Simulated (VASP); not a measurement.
# Al3Ge2Ru (P-6m2) in VASP: relaxation of cell and atoms with PBE

Aim: the relaxation of cell and atoms of Al3Ge2Ru with PBE.

Everything below comes from runs of VASP 6.6.1. Logs are shortened: lines on timing, memory, paths and dates and some standing lists are left out, and cuts for length are marked.

### 1 The cell of the first run

The structure is hexagonal, space group P-6m2 (No. 187). Conventional cell: a = 4.593 Å, b = 4.593 Å, c = 5.454 Å, α = 90.00°, β = 90.00°, γ = 120.00°. Within 3.5 Å of Al (site symmetry -6m2) lie 3 Al at 2.65 Å and 2 Ru at 2.73 Å and 6 Ge at 2.99 Å. Within 3.5 Å of Al (site symmetry -6m2) lie 3 Ru at 2.65 Å and 2 Al at 2.73 Å and 6 Ge at 2.97 Å. Al (site symmetry -6m2) has 5 Al at 2.65 to 2.73 Å and 6 Ge at 2.99 Å within 3.5 Å. Within 3.5 Å of Ge (site symmetry 3m) lie 2 Ge at 2.68 to 2.78 Å and 3 Ru at 2.97 Å and 9 Al at 2.97 to 2.99 Å. Within 3.5 Å of Ru (site symmetry -6m2) lie 5 Al at 2.65 to 2.73 Å and 6 Ge at 2.97 Å.

The cell was generated, and may not be a known phase.

### 2 Relaxation of cell and atoms, PBE

Input file INCAR:

```
PREC = Accurate ; ENCUT = 600
EDIFF = 1E-6 ; ISMEAR = 0
SIGMA = 0.1 ; LREAL = False
LASPH = True ; NELM = 80
ALGO = Fast ; ISIF = 3
LWAVE = False ; LCHARG = False
GGA = PE ; IBRION = 2
NSW = 100 ; EDIFFG = -0.01
```

Input file KPOINTS:

```
Automatic mesh
0
Gamma
  12 12 8
```

Input file POSCAR:

```
Al3Ge2Ru
1.0
    4.5929717020      0.0000000000      0.0000000000
   -2.2964858510      3.9776301728      0.0000000000
    0.0000000000      0.0000000000      5.4536080086
Al Ge Ru
3 2 1
Direct
    0.0000000000      0.0000000000      0.5000000000
    0.3333333333      0.6666666667      0.0000000000
    0.3333333333      0.6666666667      0.5000000000
    0.6666666667      0.3333333333      0.2452897803
    0.6666666667      0.3333333333      0.7547102197
    0.0000000000      0.0000000000      0.0000000000
```

Potentials or basis: VASP PAW PBE potentials, release 64 (Al, Ge_d, Ru_pv).

On the command line:

```sh
cat potpaw_PBE.64/Al/POTCAR potpaw_PBE.64/Ge_d/POTCAR potpaw_PBE.64/Ru_pv/POTCAR > POTCAR
mpirun -np 1 vasp_std > vasp.out
```

OUTCAR:

```text
PREC = Accurate
   ENCUT = 600
   EDIFF = 1E-6
   ISMEAR = 0
   LREAL = False
   LASPH = True
   NELM = 80
   ISIF = 3
   GGA = PE
   IBRION = 2
   NSW = 100
   EDIFFG = -0.01

 ion  position               nearest neighbor table
   1  0.000  0.000  0.500-   3 2.65   3 2.65   3 2.65   6 2.73   6 2.73   5 2.99   4 2.99   5 2.99
                             4 2.99   5 2.99   4 2.99
   2  0.333  0.667  0.000-   6 2.65   6 2.65   6 2.65   3 2.73   3 2.73   4 2.97   5 2.97   4 2.97
                             5 2.97   5 2.97   4 2.97
   3  0.333  0.667  0.500-   1 2.65   1 2.65   1 2.65   2 2.73   2 2.73   4 2.99   5 2.99   4 2.99
                             5 2.99   4 2.99   5 2.99
   4  0.667  0.333  0.245-   5 2.68   5 2.78   2 2.97   6 2.97   2 2.97   6 2.97   6 2.97   2 2.97
                             1 2.99   3 2.99   3 2.99   1 2.99   1 2.99   3 2.99
   5  0.667  0.333  0.755-   4 2.68   4 2.78   6 2.97   2 2.97   2 2.97   6 2.97   6 2.97   2 2.97
                             3 2.99   1 2.99   3 2.99   1 2.99   1 2.99   3 2.99
   6  0.000  0.000  0.000-   2 2.65   2 2.65   2 2.65   1 2.73   1 2.73   4 2.97   5 2.97   5 2.97
                             4 2.97   5 2.97   4 2.97

  LATTYP: Found a hexagonal cell.
 ALAT       =     4.5929717020
 C/A-ratio  =     1.1873811472

  Lattice vectors:

 A1 = (   4.5929717020,   0.0000000000,   0.0000000000)
 A2 = (  -2.2964858510,   3.9776301728,   0.0000000000)
 A3 = (   0.0000000000,   0.0000000000,   5.4536080086)

Analysis of symmetry for initial positions (statically):
=====================================================================
 Subroutine PRICEL returns:
 Original cell was already a primitive cell.

 Routine SETGRP: Setting up the symmetry group for a
 hexagonal supercell.

 Subroutine GETGRP returns: Found 12 space group operations
 (whereof 12 operations were pure point group operations)
 out of a pool of 24 trial point group operations.

The static configuration has the point symmetry D_3h.

Analysis of symmetry for dynamics (positions and initial velocities):
=====================================================================
 Subroutine PRICEL returns:
 Original cell was already a primitive cell.

 Routine SETGRP: Setting up the symmetry group for a
 hexagonal supercell.

 Subroutine GETGRP returns: Found 12 space group operations
 (whereof 12 operations were pure point group operations)
 out of a pool of 24 trial point group operations.

The dynamic configuration has the point symmetry D_3h.

 Subroutine INISYM returns: Found 12 space group operations
 (whereof 12 operations are pure point group operations),
 and found     1 'primitive' translations

----------------------------------------------------------------------------------------

                                     Primitive cell

  volume of cell :      99.6327

  direct lattice vectors                    reciprocal lattice vectors
     4.592971702  0.000000000  0.000000000     0.217723963  0.125702989  0.000000000
    -2.296485851  3.977630173  0.000000000     0.000000000  0.251405977  0.000000000
     0.000000000  0.000000000  5.453608009     0.000000000  0.000000000  0.183364847

  length of vectors
     4.592971702  4.592971702  5.453608009     0.251405977  0.251405977  0.183364847

  position of ions in fractional coordinates (direct lattice)
     0.000000000  0.000000000  0.500000000
     0.333333333  0.666666667  0.000000000
     0.333333333  0.666666667  0.500000000
     0.666666667  0.333333333  0.245289780
     0.666666667  0.333333333  0.754710220
     0.000000000  0.000000000  0.000000000

  ion indices of the primitive-cell ions
   primitive index   ion index
                 1           1
                 2           2
                 3           3
                 4           4
                 5           5
                 6           6

----------------------------------------------------------------------------------------

 KPOINTS: Automatic mesh

Automatic generation of k-mesh.
 Grid dimensions read from file:
 generate k-points for:   12   12    8

 Generating k-lattice:

  Cartesian coordinates                     Fractional coordinates (reciprocal lattice)
     0.018143664  0.010475249  0.000000000     0.083333333 -0.000000000  0.000000000
     0.000000000  0.020950498  0.000000000     0.000000000  0.083333333  0.000000000
     0.000000000  0.000000000  0.022920606     0.000000000  0.000000000  0.125000000

  Length of vectors
     0.020950498  0.020950498  0.022920606

  Shift w.r.t. Gamma in fractional coordinates (k-lattice)
     0.000000000  0.000000000  0.000000000

 Subroutine IBZKPT returns following result:
 ===========================================

 Found     95 irreducible k-points:

 Following reciprocal coordinates:
            Coordinates               Weight
  0.000000  0.000000  0.000000      1.000000
  0.083333 -0.000000  0.000000      6.000000
  0.166667  0.000000  0.000000      6.000000
  0.250000 -0.000000  0.000000      6.000000
  0.333333  0.000000  0.000000      6.000000
  0.416667  0.000000  0.000000      6.000000
[... 16 lines left out ...]
  0.250000 -0.000000  0.125000     12.000000
  0.333333  0.000000  0.125000     12.000000
 [... further k-points ...]
   k-points           NKPTS =     95   k-points in BZ     NKDIM =     95   number of bands    NBANDS=     30
   number of dos      NEDOS =    301   number of ions     NIONS =      6
   total plane-waves  NPLWV =  76800
   dimension x,y,z NGX =    40 NGY =   40 NGZ =   48
   dimension x,y,z NGXF=    80 NGYF=   80 NGZF=   96
   ions per type =               3   2   1
   NGX,Y,Z   is equivalent  to a cutoff of  14.48, 14.48, 14.63 a.u.
   NGXF,Y,Z  is equivalent  to a cutoff of  28.96, 28.96, 29.26 a.u.
 SYSTEM =  unknown system
   PREC   = accura    normal or accurate (medium, high low for compatibility)
   ISTART =      0    job   : 0-new  1-cont  2-samecut
   ICHARG =      2    charge: 1-file 2-atom 10-const
   ISPIN  =      1    spin polarized calculation?
   LNONCOLLINEAR =      F non collinear calculations
   LSORBIT =      F    spin-orbit coupling
   LASPH  =      T    aspherical Exc in radial PAW
   ENCUT  =  600.0 eV  44.10 Ry    6.64 a.u.   9.17  9.17 10.89*2*pi/ulx,y,z
   NELM   =     80;   NELMIN=  2; NELMDL= -5     # of ELM steps
   EDIFF  = 0.1E-05   stopping-criterion for ELM
   LREAL  =      F    real-space projection
   EDIFFG = -.1E-01   stopping-criterion for IOM
   NSW    =    100    number of steps for IOM
   IBRION =      2    ionic relax: 0-MD 1-quasi-New 2-CG
   NFREE  =      1    steps in history (QN), initial steepest desc. (CG)
   ISIF   =      3    stress and relaxation
   ISYM   =      2    0-nonsym 1-usesym 2-fastsym
   POTIM  = 0.5000    time-step for ionic-motion
   TEBEG  =    0.0;   TEEND  =   0.0 temperature during run
   PSTRESS=    0.0 pullay stress
   NELECT =      51.0000    total number of electrons
   NUPDOWN=      -1.0000    fix difference up-down
   EMIN   =  10.00;   EMAX   =-10.00  energy-range for DOS
   EFERMI =   0.00;   METHOD = LEGACY
   ISMEAR =     0;   SIGMA  =   0.10  broadening in eV -4-tet -1-fermi 0-gaus
   EFERMI_NEDOS =   21; number of points for ismear=-14 and -15
   IALGO  =     68    algorithm
   IMIX   =      4    mixing-type and parameters
     AMIX     =   0.40;   BMIX     =  1.00
     AMIX_MAG =   1.60;   BMIX_MAG =  1.00
  volume/ion in A,a.u.               =      16.61       112.06
  Fermi-wavevector in a.u.,A,eV,Ry     =   1.309576  2.474741 23.333862  1.714991
  Thomas-Fermi vector in A             =   2.440166
   LORBIT       =      0    0 simple, 1 ext, 2 COOP (PROOUT), +10 PAW based schemes
   GGA     = PE    functional components
   LHFCALC =     F    Hartree Fock is set to
   AEXX    =    0.0000 exact exchange contribution
   IVDW    =     0    specifies the selected vdW correction
   LEPSILON=     F    determine dielectric tensor
   LRPA    =     F    only Hartree local field effects (RPA)
 conjugate gradient relaxation of ions
 non-spin polarized calculation
 RMM-DIIS sequential band-by-band and
 Gauss-broadening in eV      SIGMA  =   0.10
  energy-cutoff  :      600.00
  volume of cell :       99.63
 maximum number of plane-waves:      3346
 NGX is ok and might be reduce to    40
   NGX = 19   NGY = 19   NGZ = 21

--------------------------------------- Ionic step        1  -------------------------------------------

 number of electron      51.0000005 magnetization

 Free energy of the ion-electron system (eV)
  ---------------------------------------------------
  ext. energy  EPLUGINS =         0.00000000
  ---------------------------------------------------
  free energy    TOTEN  =       -28.38174880 eV

  energy without entropy =      -28.36232943  energy(sigma->0) =      -28.37203912

------------------------ aborting loop because EDIFF is reached ----------------------------------------

  FORCE on cell =-STRESS in cart. coord.  units (eV):
  Direction    XX          YY          ZZ          XY          YZ          ZX
  --------------------------------------------------------------------------------------
  -------------------------------------------------------------------------------------
  Total       -0.2803091     -0.2803091      0.8470148      0.0000000      0.0000000      0.0000000
  in kB       -4.5076029     -4.5076029     13.6207022      0.0000000      0.0000000      0.0000000
  external PRESSURE =       1.5351655 kB  Pullay stress =       0.0000000 kB
[... 101 lines left out ...]
  FREE ENERGIE OF THE ION-ELECTRON SYSTEM (eV)
  ---------------------------------------------------
  free  energy   TOTEN  =       -28.3885055230 eV

  energy  without entropy=      -28.3687790710  energy(sigma->0) =      -28.37864230

[... ionic steps 4 to 7 ...]

--------------------------------------- Ionic step        8  -------------------------------------------

 number of electron      50.9999999 magnetization

------------------------ aborting loop because EDIFF is reached ----------------------------------------

  FORCE on cell =-STRESS in cart. coord.  units (eV):
  Direction    XX          YY          ZZ          XY          YZ          ZX
  --------------------------------------------------------------------------------------
  -------------------------------------------------------------------------------------
  Total        0.0318914      0.0318914     -0.0105707      0.0000000      0.0000000     -0.0000000
  in kB        0.5119484      0.5119484     -0.1696893      0.0000000      0.0000000     -0.0000000
  external PRESSURE =       0.2847359 kB  Pullay stress =       0.0000000 kB
[... 65 lines left out ...]
  energy  without entropy=      -28.3689630194  energy(sigma->0) =      -28.37882112

--------------------------------------- Ionic step       10  -------------------------------------------

 number of electron      51.0000000 magnetization

 Free energy of the ion-electron system (eV)
  ---------------------------------------------------
  ext. energy  EPLUGINS =         0.00000000
  ---------------------------------------------------
  free energy    TOTEN  =       -28.38870265 eV

  energy without entropy =      -28.36899157  energy(sigma->0) =      -28.37884711

 E-fermi :   8.3209     XC(G=0): -11.1914

 val. band max:        8.3205688596   @ k =   0.2500  -0.0000   0.2500
 cond. band min:       8.3234234513   @ k =   0.0833  -0.0000   0.0000
 fundamental gap:      0.0028545917
 Fermi energy:         8.3208633845

 k-point     1 :       0.0000    0.0000    0.0000
  band No.  band energies     occupation
      1     -33.8579      2.00000
      2     -33.8579      2.00000
      3     -33.8290      2.00000
      4     -16.5238      2.00000
      5     -16.4523      2.00000
      6     -16.4523      2.00000
[... 781 lines left out ...]
     29      10.5079      0.00000
     30      10.6957      0.00000

 [... further k-points ...]

------------------------ aborting loop because EDIFF is reached ----------------------------------------

  FORCE on cell =-STRESS in cart. coord.  units (eV):
  Direction    XX          YY          ZZ          XY          YZ          ZX
  --------------------------------------------------------------------------------------
  -------------------------------------------------------------------------------------
  Total        0.0150037      0.0150037     -0.0066225      0.0000000      0.0000000     -0.0000000
  in kB        0.2408117      0.2408117     -0.1062921      0.0000000      0.0000000     -0.0000000
  external PRESSURE =       0.1251104 kB  Pullay stress =       0.0000000 kB
[... 21 lines left out ...]
  FREE ENERGIE OF THE ION-ELECTRON SYSTEM (eV)
  ---------------------------------------------------
  free  energy   TOTEN  =       -28.3887026502 eV

  energy  without entropy=      -28.3689915724  energy(sigma->0) =      -28.37884711

 reached required accuracy - stopping structural energy minimisation
```

Run time: 50 min. Hardware: 1 thread of Intel Xeon Platinum 8259CL at 2.50GHz (Skylake/Cascade Lake), shared host; peak memory 0.51 GiB.

Results:

- Free energy: -28.3887 eV
- Relaxed volume: 16.64 Å³/atom
- Relaxed cell: a = 4.572 Å, b = 4.572 Å, c = 5.514 Å, α = 90.00°, β = 90.00°, γ = 120.00°
- Space group after relaxing (to 0.1 Å): P-6m2 (No. 187)
- Energy gained by relaxing: 1.2 meV/atom
- Ionic steps: 10
- Pressure after relaxing: 0.0 GPa
- Largest force after relaxing: 0.004 eV/Å
- Band gap on the k mesh: zero (an odd number of electrons rules out a gap without spin polarisation)

Forces in eV/Å, atoms in the order of the input:
```
Al   0.000  0.000  0.000
Al   0.000  0.000  0.000
Al   0.000  0.000  0.000
Ge   0.000  0.000 -0.004
Ge   0.000  0.000  0.004
Ru   0.000  0.000  0.000
```

The path:
| step | energy change (eV) | largest force (eV/Å) | pressure (GPa) | volume (Å³) |
| --- | --- | --- | --- | --- |
| 1 | 0.0000 | 0.1032 | 0.15 | 99.63 |
| 2 | -0.0056 | 0.0583 | -0.06 | 99.86 |
| 3 | -0.0068 | 0.0309 | -0.17 | 100.01 |
| 4 | -0.0068 | 0.0288 | -0.19 | 100.02 |
| 5 | -0.0069 | 0.0063 | 0.11 | 99.71 |
| 6 | -0.0069 | 0.0145 | 0.05 | 99.80 |
| 7 | -0.0069 | 0.0157 | -0.02 | 99.82 |
| 8 | -0.0069 | 0.0133 | 0.03 | 99.81 |
| 9 | -0.0069 | 0.0149 | 0.01 | 99.81 |
| 10 | -0.0070 | 0.0045 | 0.01 | 99.82 |

Final structure:
```cif
data_structure
_symmetry_space_group_name_H-M 'P 1'
_symmetry_Int_Tables_number 1
_cell_length_a 4.5720
_cell_length_b 4.5720
_cell_length_c 5.5142
_cell_angle_alpha 90.000
_cell_angle_beta 90.000
_cell_angle_gamma 120.000
_cell_volume 99.82
loop_
_atom_site_label
_atom_site_type_symbol
_atom_site_fract_x
_atom_site_fract_y
_atom_site_fract_z
_atom_site_occupancy
Al1 Al 0.00000 0.00000 0.50000 1
Al2 Al 0.33333 0.66667 0.00000 1
Al3 Al 0.33333 0.66667 0.50000 1
Ge1 Ge 0.66667 0.33333 0.24334 1
Ge2 Ge 0.66667 0.33333 0.75666 1
Ru1 Ru 0.00000 0.00000 0.00000 1
```
